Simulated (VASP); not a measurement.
# CoO (R-3m) in VASP: notebook, part 2 of 3

VASP 6.6.1. The steps go on from the part before.

## (3) Single point, PBEsol, collinear spin, ferromagnetic start

Input file INCAR:

```
SYSTEM = CoO
PREC = Accurate
ENCUT = 600
EDIFF = 1E-6
ISMEAR = 0
SIGMA = 0.01
LREAL = .False.
LASPH = .True.
NELM = 200
ALGO = Normal
ISIF = 2
LWAVE = .False.
LCHARG = .False.
ISPIN = 2
MAGMOM = 2.75 0.38
LORBIT = 11
LMAXMIX = 4
GGA = PS
NBANDS = 22
GGA_COMPAT = .False.
```

Input file KPOINTS:

```
Automatic mesh
0
Gamma
  9 9 9
  0 0 0
```

Input file POSCAR:

```
CoO
1.0
    1.5054695445      0.8691832468      2.4399269062
   -1.5054695445      0.8691832468      2.4399269062
    0.0000000000     -1.7383664936      2.4399269062
Co O
1 1
Direct
    0.0000000000      0.0000000000      0.0000000000
    0.5000000000      0.5000000000      0.5000000000
```

Potentials or basis: VASP PAW PBE potentials, release 64 (Co_sv, O).

Command:

```bash
cat potpaw_PBE.64/Co_sv/POTCAR potpaw_PBE.64/O/POTCAR > POTCAR
mpirun -np 1 vasp_std > vasp.out
```

OUTCAR:

```text
SYSTEM = CoO
   PREC = Accurate
   ENCUT = 600
   EDIFF = 1E-6
   ISMEAR = 0
   LREAL = .False.
   LASPH = .True.
   NELM = 200
   ISIF = 2
   ISPIN = 2
   LORBIT = 11
   GGA = PS

 ion  position               nearest neighbor table
   1  0.000  0.000  0.000-   2 2.12   2 2.12   2 2.12   2 2.12   2 2.12   2 2.12
   2  0.500  0.500  0.500-   1 2.12   1 2.12   1 2.12   1 2.12   1 2.12   1 2.12

  LATTYP: Found a trigonal (rhomboedric) cell.
 ALAT       =     2.9958573687
 COS(alpha) =     0.4949531368

  Lattice vectors:

 A1 = (   1.5054695445,   0.8691832468,   2.4399269062)
 A2 = (  -1.5054695445,   0.8691832468,   2.4399269062)
 A3 = (   0.0000000000,  -1.7383664936,   2.4399269062)

Analysis of symmetry for initial positions (statically):
=====================================================================
 Subroutine PRICEL returns:
 Original cell was already a primitive cell.

 Routine SETGRP: Setting up the symmetry group for a
 trigonal (rhombohedral) supercell.

 Subroutine GETGRP returns: Found 12 space group operations
 (whereof 12 operations were pure point group operations)
 out of a pool of 12 trial point group operations.

The static configuration has the point symmetry D_3d.

Analysis of symmetry for dynamics (positions and initial velocities):
=====================================================================
 Subroutine PRICEL returns:
 Original cell was already a primitive cell.

 Routine SETGRP: Setting up the symmetry group for a
 trigonal (rhombohedral) supercell.

 Subroutine GETGRP returns: Found 12 space group operations
 (whereof 12 operations were pure point group operations)
 out of a pool of 12 trial point group operations.

The dynamic configuration has the point symmetry D_3d.

Analysis of structural, dynamic, and magnetic symmetry:
=====================================================================
 Subroutine PRICEL returns:
 Original cell was already a primitive cell.

 Routine SETGRP: Setting up the symmetry group for a
 trigonal (rhombohedral) supercell.

 Subroutine GETGRP returns: Found 12 space group operations
 (whereof 12 operations were pure point group operations)
 out of a pool of 12 trial point group operations.

The overall configuration has the point symmetry D_3d.

 Subroutine INISYM returns: Found 12 space group operations
 (whereof 12 operations are pure point group operations),
 and found     1 'primitive' translations

----------------------------------------------------------------------------------------

                                     Primitive cell

  volume of cell :      19.1563

  direct lattice vectors                    reciprocal lattice vectors
     1.505469544  0.869183247  2.439926906     0.332122295  0.191750896  0.136616114
    -1.505469544  0.869183247  2.439926906    -0.332122295  0.191750896  0.136616114
     0.000000000 -1.738366494  2.439926906     0.000000000 -0.383501793  0.136616114

  length of vectors
     2.995857369  2.995857369  2.995857369     0.407108816  0.407108816  0.407108816

  position of ions in fractional coordinates (direct lattice)
     0.000000000  0.000000000  0.000000000
     0.500000000  0.500000000  0.500000000

  ion indices of the primitive-cell ions
   primitive index   ion index
                 1           1
[... 66 lines left out ...]
   ICHARG =      2    charge: 1-file 2-atom 10-const
   ISPIN  =      2    spin polarized calculation?
   LNONCOLLINEAR =      F non collinear calculations
   LSORBIT =      F    spin-orbit coupling
   LASPH  =      T    aspherical Exc in radial PAW
   ENCUT  =  600.0 eV  44.10 Ry    6.64 a.u.   5.98  5.98  5.98*2*pi/ulx,y,z
   NELM   =    200;   NELMIN=  2; NELMDL= -5     # of ELM steps
   EDIFF  = 0.1E-05   stopping-criterion for ELM
   LREAL  =      F    real-space projection
   EDIFFG = 0.1E-04   stopping-criterion for IOM
   NSW    =      0    number of steps for IOM
   IBRION =     -1    ionic relax: 0-MD 1-quasi-New 2-CG
   NFREE  =      0    steps in history (QN), initial steepest desc. (CG)
   ISIF   =      2    stress and relaxation
   ISYM   =      2    0-nonsym 1-usesym 2-fastsym
   POTIM  = 0.5000    time-step for ionic-motion
   TEBEG  =    0.0;   TEEND  =   0.0 temperature during run
   PSTRESS=    0.0 pullay stress
   NELECT =      23.0000    total number of electrons
   NUPDOWN=      -1.0000    fix difference up-down
   EMIN   =  10.00;   EMAX   =-10.00  energy-range for DOS
   EFERMI =   0.00;   METHOD = LEGACY
   ISMEAR =     0;   SIGMA  =   0.01  broadening in eV -4-tet -1-fermi 0-gaus
   EFERMI_NEDOS =   21; number of points for ismear=-14 and -15
   IALGO  =     38    algorithm
   IMIX   =      4    mixing-type and parameters
     AMIX     =   0.40;   BMIX     =  1.00
     AMIX_MAG =   1.60;   BMIX_MAG =  1.00
  volume/ion in A,a.u.               =       9.58        64.64
  Fermi-wavevector in a.u.,A,eV,Ry     =   1.739991  3.288106 41.192569  3.027568
  Thomas-Fermi vector in A             =   2.812726
   LORBIT       =     11    0 simple, 1 ext, 2 COOP (PROOUT), +10 PAW based schemes
   GGA     = PS    functional components
   LHFCALC =     F    Hartree Fock is set to
   AEXX    =    0.0000 exact exchange contribution
   IVDW    =     0    specifies the selected vdW correction
   LEPSILON=     F    determine dielectric tensor
   LRPA    =     F    only Hartree local field effects (RPA)
 spin polarized calculation
 Gauss-broadening in eV      SIGMA  =   0.01
  energy-cutoff  :      600.00
  volume of cell :       19.16
 maximum number of plane-waves:       649
   NGX = 11   NGY = 11   NGZ = 11

 number of electron      22.9999984 magnetization       2.9847563

 Free energy of the ion-electron system (eV)
  ---------------------------------------------------
  ext. energy  EPLUGINS =         0.00000000
  ---------------------------------------------------
  free energy    TOTEN  =       -14.03131919 eV

  energy without entropy =      -14.03113827  energy(sigma->0) =      -14.03122873

 E-fermi :   8.9684     XC(G=0): -13.0100

 val. band max:        8.9659329742   @ k =   0.4444   0.0000   0.0000
 cond. band min:       8.9708333596   @ k =  -0.4444   0.3333   0.1111
 fundamental gap:      0.0049003855
 Fermi energy:         8.9683568425

 spin component 1

 k-point     1 :       0.0000    0.0000    0.0000
  band No.  band energies     occupation
      1     -87.7198      1.00000
      2     -51.1009      1.00000
      3     -51.1009      1.00000
      4     -51.0939      1.00000
      5     -11.3824      1.00000
      6       5.6237      1.00000
[... 589 lines left out ...]
     21      40.1530      0.00000
     22      40.1953      0.00000

 [... further k-points ...]

 spin component 2

 k-point     1 :       0.0000    0.0000    0.0000
  band No.  band energies     occupation
      1     -84.6590      1.00000
      2     -48.1102      1.00000
      3     -48.1102      1.00000
      4     -48.1088      1.00000
      5     -10.8244      1.00000
      6       6.2791      1.00000
[... 589 lines left out ...]
     21      40.3403      0.00000
     22      40.3818      0.00000

 [... further k-points ...]

------------------------ aborting loop because EDIFF is reached ----------------------------------------

  FORCE on cell =-STRESS in cart. coord.  units (eV):
  Direction    XX          YY          ZZ          XY          YZ          ZX
  --------------------------------------------------------------------------------------
  -------------------------------------------------------------------------------------
  Total       -1.3302783     -1.3302783     -1.4170221      0.0000000     -0.0000000      0.0000000
  in kB     -111.2606766   -111.2606766   -118.5156789      0.0000000     -0.0000000      0.0000000
  external PRESSURE =    -113.6790107 kB  Pullay stress =       0.0000000 kB

 VOLUME and BASIS-vectors are now :
 -----------------------------------------------------------------------------
  energy-cutoff  :      600.00
  volume of cell :       19.16
      direct lattice vectors                 reciprocal lattice vectors
     1.505469544  0.869183247  2.439926906     0.332122295  0.191750896  0.136616114
    -1.505469544  0.869183247  2.439926906    -0.332122295  0.191750896  0.136616114
     0.000000000 -1.738366494  2.439926906     0.000000000 -0.383501793  0.136616114

 POSITION                                       TOTAL-FORCE (eV/Angst)
 -----------------------------------------------------------------------------------
      0.00000      0.00000      0.00000         0.000000     -0.000000     -0.000000
      0.00000      0.00000      3.65989         0.000000      0.000000      0.000000
 -----------------------------------------------------------------------------------
    total drift:                               -0.000000     -0.000000     -0.000000

  FREE ENERGIE OF THE ION-ELECTRON SYSTEM (eV)
  ---------------------------------------------------
  free  energy   TOTEN  =       -14.0313191868 eV

  energy  without entropy=      -14.0311382727  energy(sigma->0) =      -14.03122873

 total charge

# of ion       s       p       d       tot
------------------------------------------
    1        2.144   6.063   6.661  14.868
    2        1.546   3.410   0.000   4.956
--------------------------------------------------
tot          3.690   9.473   6.661  19.824

 magnetization (x)

# of ion       s       p       d       tot
------------------------------------------
    1        0.014   0.010   2.525   2.549
    2        0.030   0.299   0.000   0.329
--------------------------------------------------
tot          0.044   0.309   2.525   2.877
```

stdout:

```text
POSCAR found type information on POSCAR CoO
 POSCAR found :  2 types and       2 ions
 scaLAPACK will be used
 -----------------------------------------------------------------------------
|                                                                             |
|                                                                             |
|     You enforced a specific xc type in the INCAR file but a different       |
|     I HOPE YOU KNOW WHAT YOU ARE DOING!                                     |
|                                                                             |
 -----------------------------------------------------------------------------

 LDA part: xc-table for (Slater+PW92), standard interpolation
 POSCAR, INCAR and KPOINTS ok, starting setup
 FFT: planning ... GRIDC
 FFT: planning ... GRID_SOFT
 FFT: planning ... GRID
 WAVECAR not read
 entering main loop
```

Wall time 32 s (1 thread of Intel Xeon 6975P-C (Granite Rapids), shared host); peak memory 0.18 GiB.

Results:

```yaml
Free_energy: -14.0313 eV
Pressure: -11.4 GPa
Band_gap_on_the_k_mesh: zero (filled and empty bands overlap)
Net_moment: 2.98 μB per cell
Site_moments: Co +2.55; O +0.33 μB
Valence_electrons_inside_the_program's_atomic_spheres: Co 14.87; O 4.96
```

Levels at points of the mesh, in eV from the Fermi level:
Spin up:
| k point | band 11 | band 12 | band 13 | band 14 | band 15 | band 16 |
| --- | --- | --- | --- | --- | --- | --- |
| (0.00, 0.00, 0.00) | -3.23 | -3.23 | -3.19 | 0.82 | 16.50 | 17.79 |
Spin down:
```
           k point  band 6  band 7  band 8  band 9  band 10  band 11  band 12  band 13  band 14  band 15
(0.00, 0.00, 0.00)   -2.69   -2.69   -2.63   -1.14    -1.14    -1.11    -0.14    -0.14     1.39    16.43
```

Caveat: the PAW data sets were made with another functional, which shifts forces and pressure a little; a cell with one magnetic atom can't hold antiferromagnetic order, which such compounds often take; semilocal functionals often make such compounds metallic where correlation or magnetic order opens a gap, which also shifts bond lengths. With open d or f shells a metallic result of PBEsol can be an artefact of self-interaction; +U or a hybrid may open a gap.

(Part 2 of 3 ends here.)
